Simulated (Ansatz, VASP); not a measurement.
## Hf: VASP beside Ansatz

```
Hf
1.0
     2.71719    0.00000    0.00000
    -1.35860    2.35316    0.00000
     0.00000    0.00000    5.05780
Hf
2
Direct
  0.33333 0.66667 0.25000
  0.66667 0.33333 0.75000
```

Change from the starting cell: strain -0.1500 x Voigt [1, 1, 0, 0, 0, 0], atoms carried along.

Alike in both runs: task single point; functional PBEsol; k mesh 18 × 18 × 10; occupations gaussian, width 0.15 eV; no spin polarisation.

|  | VASP | Ansatz |
| --- | --- | --- |
| version | VASP 6.6.1 | Ansatz 0.2.0 |
| potentials or method | VASP PAW PBE potentials, release 64 (Hf_pv), cutoff 520 eV | scalar-relativistic, plane waves, PAW |
| valence electrons in the cell | 20 | 52 |

|  | VASP | Ansatz | Ansatz less VASP |
| --- | --- | --- | --- |
| gap on the k mesh at the Fermi level (eV) | none | none | - |
| pressure (GPa) | 50.1 | 50.5 | +0.43 |
| traceless stress, the component that is largest in VASP (GPa) | -12.14 | -11.97 | +0.168 |

VASP's potentials were made for PBE, not for PBEsol. A gap of «none» marks a metal or a gap that the smearing closes. Both programs put the cell under a high pressure, so it lies far from rest at this level. With one functional, cell and mesh, what is left measures potentials, basis and numerics. VASP's potentials hold 20 valence electrons a cell and Ansatz's 52, so a difference there can come from the potentials and not from the codes.

Neither program's run includes spin-orbit coupling.
